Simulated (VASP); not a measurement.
# Ta2Ga (P6/mmm) in VASP: relaxation of cell and atoms with PBE

Aim: the relaxation of cell and atoms of Ta2Ga with PBE.

All numbers are computed with VASP 6.6.1; they aren't measurements. Logs are shortened: lines on timing, memory, paths and dates and some standing lists are left out, and cuts for length are marked.

### 1 The cell of the first run

The structure is hexagonal, space group P6/mmm (No. 191). Conventional cell: a = 4.711 Å, b = 4.711 Å, c = 2.769 Å, α = 90.00°, β = 90.00°, γ = 120.00°. Within 3.6 Å of Ta (site symmetry -6m2) lie 5 Ta at 2.72 to 2.77 Å and 6 Ga at 3.05 Å. Ga (site symmetry 6/mmm) has 2 Ga at 2.77 Å and 12 Ta at 3.05 Å within 3.6 Å.

### 2 Relaxation of cell and atoms, PBE

Contents of INCAR:

```
PREC = Accurate
ENCUT = 600
EDIFF = 1E-6
ISMEAR = 0
SIGMA = 0.1
LREAL = False
LASPH = True
NELM = 80
ALGO = Fast
ISIF = 3
LWAVE = False
LCHARG = False
GGA = PE
IBRION = 2
NSW = 100
EDIFFG = -0.01
```

Contents of KPOINTS:

```
regular mesh
0
Gamma
  12 12 16
```

Contents of POSCAR:

```
Ta2Ga
1.0
    4.7105672412      0.0000000000      0.0000000000
   -2.3552836206      4.0794708971      0.0000000000
    0.0000000000      0.0000000000      2.7691920770
Ta Ga
2 1
Direct
    0.3333333333      0.6666666667      0.5000000000
    0.6666666667      0.3333333333      0.5000000000
    0.0000000000      0.0000000000      0.0000000000
```

Potentials or basis: VASP PAW PBE potentials, release 64 (Ta_pv, Ga_d).

On the command line:

```sh
$ cat potpaw_PBE.64/Ta_pv/POTCAR potpaw_PBE.64/Ga_d/POTCAR > POTCAR
$ mpirun -np 1 vasp_std > vasp.out
```

OUTCAR:

```text
PREC = Accurate
   ENCUT = 600
   EDIFF = 1E-6
   ISMEAR = 0
   LREAL = False
   LASPH = True
   NELM = 80
   ISIF = 3
   GGA = PE
   IBRION = 2
   NSW = 100
   EDIFFG = -0.01

 ion  position               nearest neighbor table
   1  0.333  0.667  0.500-   2 2.72   2 2.72   2 2.72   3 3.05   3 3.05   3 3.05   3 3.05   3 3.05
                             3 3.05
   2  0.667  0.333  0.500-   1 2.72   1 2.72   1 2.72   3 3.05   3 3.05   3 3.05   3 3.05   3 3.05
                             3 3.05
   3  0.000  0.000  0.000-   1 3.05   2 3.05   1 3.05   2 3.05   1 3.05   1 3.05   2 3.05   2 3.05
                             2 3.05   2 3.05   1 3.05   1 3.05

  LATTYP: Found a hexagonal cell.
 ALAT       =     4.7105672412
 C/A-ratio  =     0.5878680709

  Lattice vectors:

 A1 = (   4.7105672412,   0.0000000000,   0.0000000000)
 A2 = (  -2.3552836206,   4.0794708971,   0.0000000000)
 A3 = (   0.0000000000,   0.0000000000,   2.7691920770)

Analysis of symmetry for initial positions (statically):
=====================================================================
 Subroutine PRICEL returns:
 Original cell was already a primitive cell.

 Routine SETGRP: Setting up the symmetry group for a
 hexagonal supercell.

 Subroutine GETGRP returns: Found 24 space group operations
 (whereof 24 operations were pure point group operations)
 out of a pool of 24 trial point group operations.

The static configuration has the point symmetry D_6h.

Analysis of symmetry for dynamics (positions and initial velocities):
=====================================================================
 Subroutine PRICEL returns:
 Original cell was already a primitive cell.

 Routine SETGRP: Setting up the symmetry group for a
 hexagonal supercell.

 Subroutine GETGRP returns: Found 24 space group operations
 (whereof 24 operations were pure point group operations)
 out of a pool of 24 trial point group operations.

The dynamic configuration has the point symmetry D_6h.

 Subroutine INISYM returns: Found 24 space group operations
 (whereof 24 operations are pure point group operations),
 and found     1 'primitive' translations

----------------------------------------------------------------------------------------

                                     Primitive cell

  volume of cell :      53.2145

  direct lattice vectors                    reciprocal lattice vectors
     4.710567241  0.000000000  0.000000000     0.212288658  0.122564914  0.000000000
    -2.355283621  4.079470897  0.000000000     0.000000000  0.245129828  0.000000000
     0.000000000  0.000000000  2.769192077     0.000000000  0.000000000  0.361116157

  length of vectors
     4.710567241  4.710567241  2.769192077     0.245129828  0.245129828  0.361116157

  position of ions in fractional coordinates (direct lattice)
     0.333333333  0.666666667  0.500000000
     0.666666667  0.333333333  0.500000000
     0.000000000  0.000000000  0.000000000

  ion indices of the primitive-cell ions
   primitive index   ion index
                 1           1
                 2           2
                 3           3

----------------------------------------------------------------------------------------

 KPOINTS: regular mesh

Automatic generation of k-mesh.
 Grid dimensions read from file:
 generate k-points for:   12   12   16

 Generating k-lattice:

  Cartesian coordinates                     Fractional coordinates (reciprocal lattice)
     0.017690722  0.010213743  0.000000000     0.083333333  0.000000000  0.000000000
     0.000000000  0.020427486  0.000000000     0.000000000  0.083333333  0.000000000
     0.000000000  0.000000000  0.022569760     0.000000000  0.000000000  0.062500000

  Length of vectors
     0.020427486  0.020427486  0.022569760

  Shift w.r.t. Gamma in fractional coordinates (k-lattice)
     0.000000000  0.000000000  0.000000000

 Subroutine IBZKPT returns following result:
 ===========================================

 Found    171 irreducible k-points:

 Following reciprocal coordinates:
            Coordinates               Weight
  0.000000  0.000000  0.000000      1.000000
  0.083333  0.000000  0.000000      6.000000
  0.166667  0.000000  0.000000      6.000000
  0.250000  0.000000  0.000000      6.000000
  0.333333  0.000000  0.000000      6.000000
  0.416667  0.000000  0.000000      6.000000
[... 16 lines left out ...]
  0.250000  0.000000  0.062500     12.000000
  0.333333  0.000000  0.062500     12.000000
 [... further k-points ...]
   k-points           NKPTS =    171   k-points in BZ     NKDIM =    171   number of bands    NBANDS=     21
   number of dos      NEDOS =    301   number of ions     NIONS =      3
   total plane-waves  NPLWV =  38400
   dimension x,y,z NGX =    40 NGY =   40 NGZ =   24
   dimension x,y,z NGXF=    80 NGYF=   80 NGZF=   48
   ions per type =               2   1
   NGX,Y,Z   is equivalent  to a cutoff of  14.12, 14.12, 14.41 a.u.
   NGXF,Y,Z  is equivalent  to a cutoff of  28.23, 28.23, 28.82 a.u.
 SYSTEM =  unknown system
   PREC   = accura    normal or accurate (medium, high low for compatibility)
   ISTART =      0    job   : 0-new  1-cont  2-samecut
   ICHARG =      2    charge: 1-file 2-atom 10-const
   ISPIN  =      1    spin polarized calculation?
   LNONCOLLINEAR =      F non collinear calculations
   LSORBIT =      F    spin-orbit coupling
   LASPH  =      T    aspherical Exc in radial PAW
   ENCUT  =  600.0 eV  44.10 Ry    6.64 a.u.   9.41  9.41  5.53*2*pi/ulx,y,z
   NELM   =     80;   NELMIN=  2; NELMDL= -5     # of ELM steps
   EDIFF  = 0.1E-05   stopping-criterion for ELM
   LREAL  =      F    real-space projection
   EDIFFG = -.1E-01   stopping-criterion for IOM
   NSW    =    100    number of steps for IOM
   IBRION =      2    ionic relax: 0-MD 1-quasi-New 2-CG
   NFREE  =      1    steps in history (QN), initial steepest desc. (CG)
   ISIF   =      3    stress and relaxation
   ISYM   =      2    0-nonsym 1-usesym 2-fastsym
   POTIM  = 0.5000    time-step for ionic-motion
   TEBEG  =    0.0;   TEEND  =   0.0 temperature during run
   PSTRESS=    0.0 pullay stress
   NELECT =      35.0000    total number of electrons
   NUPDOWN=      -1.0000    fix difference up-down
   EMIN   =  10.00;   EMAX   =-10.00  energy-range for DOS
   EFERMI =   0.00;   METHOD = LEGACY
   ISMEAR =     0;   SIGMA  =   0.10  broadening in eV -4-tet -1-fermi 0-gaus
   EFERMI_NEDOS =   21; number of points for ismear=-14 and -15
   IALGO  =     68    algorithm
   IMIX   =      4    mixing-type and parameters
     AMIX     =   0.40;   BMIX     =  1.00
     AMIX_MAG =   1.60;   BMIX_MAG =  1.00
  volume/ion in A,a.u.               =      17.74       119.70
  Fermi-wavevector in a.u.,A,eV,Ry     =   1.423708  2.690417 27.578238  2.026943
  Thomas-Fermi vector in A             =   2.544276
   LORBIT       =      0    0 simple, 1 ext, 2 COOP (PROOUT), +10 PAW based schemes
   GGA     = PE    functional components
   LHFCALC =     F    Hartree Fock is set to
   AEXX    =    0.0000 exact exchange contribution
   IVDW    =     0    specifies the selected vdW correction
   LEPSILON=     F    determine dielectric tensor
   LRPA    =     F    only Hartree local field effects (RPA)
 conjugate gradient relaxation of ions
 non-spin polarized calculation
 RMM-DIIS sequential band-by-band and
 Gauss-broadening in eV      SIGMA  =   0.10
  energy-cutoff  :      600.00
  volume of cell :       53.21
 maximum number of plane-waves:      1800
 NGX is ok and might be reduce to    40
   NGX = 19   NGY = 19   NGZ = 11

--------------------------------------- Ionic step        1  -------------------------------------------

 number of electron      35.0000006 magnetization

 Free energy of the ion-electron system (eV)
  ---------------------------------------------------
  ext. energy  EPLUGINS =         0.00000000
  ---------------------------------------------------
  free energy    TOTEN  =       -25.97567350 eV

  energy without entropy =      -25.97012472  energy(sigma->0) =      -25.97289911

------------------------ aborting loop because EDIFF is reached ----------------------------------------

  FORCE on cell =-STRESS in cart. coord.  units (eV):
  Direction    XX          YY          ZZ          XY          YZ          ZX
  --------------------------------------------------------------------------------------
  -------------------------------------------------------------------------------------
  Total       -0.1631055     -0.1631055      0.4831079      0.0000000      0.0000000     -0.0000000
  in kB       -4.9107640     -4.9107640     14.5453628      0.0000000      0.0000000     -0.0000000
  external PRESSURE =       1.5746116 kB  Pullay stress =       0.0000000 kB
[... 59 lines left out ...]
  energy  without entropy=      -25.9708362825  energy(sigma->0) =      -25.97342584

--------------------------------------- Ionic step        3  -------------------------------------------

 number of electron      35.0000004 magnetization

 Free energy of the ion-electron system (eV)
  ---------------------------------------------------
  ext. energy  EPLUGINS =         0.00000000
  ---------------------------------------------------
  free energy    TOTEN  =       -25.97690815 eV

  energy without entropy =      -25.97155830  energy(sigma->0) =      -25.97423323

 E-fermi :   6.1712     XC(G=0): -12.2460

 val. band max:        6.1691794143   @ k =   0.0833   0.0833   0.5000
 cond. band min:       6.1831160138   @ k =   0.3333   0.3333   0.1875
 fundamental gap:      0.0139365995
 Fermi energy:         6.1711923328

 k-point     1 :       0.0000    0.0000    0.0000
  band No.  band energies     occupation
      1     -28.4237      2.00000
      2     -28.4237      2.00000
      3     -27.5880      2.00000
      4     -27.5880      2.00000
      5     -27.5658      2.00000
      6     -27.3869      2.00000
[... 550 lines left out ...]
      5     -27.5216      2.00000
      6     -27.4651      2.00000
[... 13 lines left out ...]
     20       8.5262      0.00000
     21       9.6018      0.00000

 [... further k-points ...]
[... 5 lines left out ...]
  --------------------------------------------------------------------------------------
  -------------------------------------------------------------------------------------
  Total       -0.0287037     -0.0287037     -0.0195086      0.0000000      0.0000000     -0.0000000
  in kB       -0.8630316     -0.8630316     -0.5865640      0.0000000      0.0000000     -0.0000000
  external PRESSURE =      -0.7708758 kB  Pullay stress =       0.0000000 kB
[... 18 lines left out ...]
  FREE ENERGIE OF THE ION-ELECTRON SYSTEM (eV)
  ---------------------------------------------------
  free  energy   TOTEN  =       -25.9769081526 eV

  energy  without entropy=      -25.9715582997  energy(sigma->0) =      -25.97423323

 reached required accuracy - stopping structural energy minimisation
```

Run time: 4.4 min. Hardware: 1 thread of AMD EPYC 9R45 (Zen 5), shared host; peak memory 0.35 GiB.

What came out:

- Free energy: -25.9769 eV
- Relaxed volume: 17.76 Å³/atom
- Relaxed cell: a = 4.704 Å, b = 4.704 Å, c = 2.781 Å, α = 90.00°, β = 90.00°, γ = 120.00°
- Space group after relaxing (to 0.1 Å): P6/mmm (No. 191)
- Energy gained by relaxing: 0.4 meV/atom
- Ionic steps: 3
- Pressure after relaxing: -0.1 GPa
- Band gap on the k mesh: zero (an odd number of electrons rules out a gap without spin polarisation)

Step by step:
```tsv
step	energy change (eV)	largest force (eV/Å)	pressure (GPa)	volume (Å³)
1	0.0000	0.0000	0.16	53.21
2	-0.0003	0.0000	-0.29	53.35
3	-0.0012	0.0000	-0.08	53.29
```

Final structure:
```
Ta Ga
1.0
     4.70384    0.00000    0.00000
    -2.35192    4.07365    0.00000
     0.00000    0.00000    2.78090
Ta Ga
2 1
Cartesian
  0.0000 2.7158 1.3905
  2.3519 1.3579 1.3905
  0.0000 0.0000 0.0000
```

Caveat: spin-orbit coupling is left out, which moves the levels of the heavy elements.
